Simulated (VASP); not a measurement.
FeO, 2 atoms in the cell. The typed cell holds 2 atoms: a = 2.910 Å, b = 2.910 Å, c = 2.910 Å, α = 59.98°, β = 59.98°, γ = 59.98°. 

| Property | Result |
| --- | --- |
| Program | VASP 6.6.1 |
| Task | relaxation of shape and atoms at fixed volume |
| Functional | PBEsol |
| Potentials or basis | VASP PAW PBE potentials, release 64 (Fe, O) |
| Cutoff | 600 eV |
| k mesh | 18 × 18 × 18 |
| Occupations | gaussian, width 0.1 eV |
| Spin | collinear spin, ferromagnetic start |
| Starting moments | [3.76, 0.37] μB |
| Dipole correction | no |
| Further INCAR settings | ALGO = Fast; EDIFF = 1e-06; IBRION = 2; EDIFFG = -0.01; NSW = 50; ISIF = 4 |

Potentials or basis: VASP PAW PBE potentials, release 64 (Fe, O).

Command:

```sh
$ cat potpaw_PBE.64/Fe/POTCAR potpaw_PBE.64/O/POTCAR > POTCAR
$ mpirun -np 1 vasp_std > vasp.out
```

Hardware: 1 thread of Oxide Virtual Turin-like Processor (shared host).

**Question.** Estimate the wall time of this run.

**Answer.** Wall time 9.7 min on 1 thread of Oxide Virtual Turin-like Processor, with other jobs on the host, peak memory 0.34 GiB. Counts: scf iterations 14, k points 580, ion steps 1.
